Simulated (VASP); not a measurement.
Here is a VASP 6.6.1 calculation.

INCAR

```
SYSTEM = GaAs
PREC = Accurate
ENCUT = 520
EDIFF = 1E-6
ISMEAR = 0
SIGMA = 0.05
LREAL = .FALSE.
LASPH = .TRUE.
NELM = 100
ALGO = Normal
ISIF = 2
LWAVE = .FALSE.
LCHARG = .FALSE.
LDIPOL = .TRUE.
IDIPOL = 3
DIPOL = 0.5 0.5 0.500
GGA = PE
IBRION = 2
NSW = 70
EDIFFG = -0.03
LUSENCCL = .FALSE.
```

Contents of KPOINTS:

```
regular mesh
0
G
  9 9 1
  0 0 0
```

POSCAR

```
GaAs
1.0
    4.0629609254      0.0000000000      0.0000000000
   -2.0314804627      3.5186273759      0.0000000000
    0.0000000000      0.0000000000     18.1467421300
As Ga
2 2
Selective dynamics
Direct
    0.0000000000      0.0000000000      0.3857441710  F F F
    0.3333333333      0.6666666667      0.5685534974  T T T
    0.3333333333      0.6666666667      0.4314465026  F F F
    0.6666666667      0.3333333333      0.6142558290  T T T
```

Potentials or basis: VASP PAW PBE potentials, release 64 (As, Ga_d).

Launch:

```sh
$ cat potpaw_PBE.64/As/POTCAR potpaw_PBE.64/Ga_d/POTCAR > POTCAR
$ mpirun -np 1 vasp_std > vasp.out
```

Question: Predict the band gap on the k mesh.

Answer: Zero (filled and empty bands touch).

Question: Predict the energy gained by relaxing.

Answer: 27.5 meV/atom.

Final structure:
```
As Ga
1.0
     4.06296    0.00000    0.00000
    -2.03148    3.51863    0.00000
     0.00000    0.00000   18.14674
As Ga
2 2
Cartesian
  0.0000 0.0000 7.0000
  0.0000 2.3458 10.5525
  0.0000 2.3458 7.8293
  2.0315 1.1729 11.1734
```
